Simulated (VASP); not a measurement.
Here is a VASP 6.6.1 calculation.

Contents of INCAR:

```
ALGO = Normal
EDIFF = 1E-7
EDIFFG = -0.01
ENCUT = 600
GGA = PS
IBRION = 2
ISIF = 3
ISMEAR = -1
LASPH = True
LCHARG = False
LREAL = False
LWAVE = False
NELM = 80
NSW = 100
PREC = Accurate
SIGMA = 0.05
```

File KPOINTS:

```
k-points
0
Gamma
  6 6 2
```

POSCAR

```
Mg2BeS3
1.0
    3.4981977414      0.0104872414     -0.0240090456
   -1.7400166488      3.0154996912      0.0123349554
   -0.0595443780      0.0009462767      8.7632640677
Mg Be S
2 1 3
Direct
    0.2855874802      0.7026747291      0.6624399319
    0.6771615025      0.3648421695      0.3087485851
   -0.0154618622      0.0330226286     -0.0061180285
    0.3624548902      0.6681805890      0.1253173173
    0.6610548966      0.3411124552      0.8536436727
   -0.0211942044      0.0032186347      0.4916302581
```

Potentials or basis: VASP PAW PBE potentials, release 64 (Mg, Be, S).

Run with:

```console
$ cat potpaw_PBE.64/Mg/POTCAR potpaw_PBE.64/Be/POTCAR potpaw_PBE.64/S/POTCAR > POTCAR
$ mpirun -np 1 vasp_std > vasp.out
```

**Question.** Predict the relaxed volume.

**Answer.** 16.17 Å³/atom.

**Question.** Estimate the space group after relaxing (to 0.1 Å).

**Answer.** C2 (No. 5).

**Question.** Estimate the relaxed cell.

**Answer.** a = 3.508 Å, b = 3.822 Å, c = 8.661 Å, α = 90.01°, β = 85.83°, γ = 123.01°.

Step by step:
```tsv
step	energy change (eV)	largest force (eV/Å)	pressure (GPa)	volume (Å³)
1	0.0000	0.9684	1.94	92.60
2	-0.1324	0.3856	-1.00	95.11
3	-0.1391	0.3926	-1.72	95.88
4	-0.1711	0.3468	0.00	93.91
5	-0.1744	0.3211	0.82	93.05
6	-0.1903	0.2191	0.44	93.43
7	-0.1971	0.2329	0.05	93.89
8	-0.2071	0.2466	-0.13	94.14
9	-0.2205	0.2766	-0.55	94.90
10	-0.2262	0.2756	-0.40	94.81
11	-0.2410	0.2880	0.12	94.53
12	-0.2575	0.3305	1.28	93.97
13	-0.2692	0.3063	1.10	94.36
14	-0.2971	0.3841	0.62	95.53
15	-0.3085	0.6772	-0.12	97.84
16	-0.3124	0.5703	0.12	96.99
17	-0.3459	0.5080	-0.38	97.94
18	-0.3813	0.3810	-1.43	99.98
19	-0.4279	0.3648	-0.17	98.49
20	-0.4475	0.4307	1.36	96.83
21	-0.4929	0.3974	0.29	97.72
22	-0.5047	0.4404	-0.49	98.44
23	-0.5335	0.4032	-0.18	97.78
24	-0.5586	0.4642	0.69	96.33
25	-0.5756	0.3916	0.35	96.53
26	-0.5823	0.3285	0.08	96.74
27	-0.5933	0.2163	-0.03	96.84
28	-0.5991	0.1554	-0.15	96.98
29	-0.6028	0.1242	0.03	96.79
30	-0.6051	0.0972	0.35	96.47
31	-0.6077	0.0666	-0.10	97.01
32	-0.6080	0.0757	-0.29	97.24
33	-0.6098	0.0539	-0.02	96.96
34	-0.6100	0.0504	0.09	96.85
35	-0.6107	0.0220	0.01	96.95
36	-0.6108	0.0271	-0.02	96.99
37	-0.6109	0.0123	0.01	96.96
38	-0.6109	0.0144	0.03	96.94
39	-0.6109	0.0043	-0.03	97.01
```

Caveat: the PAW data sets were made with another functional, which shifts forces and pressure a little.
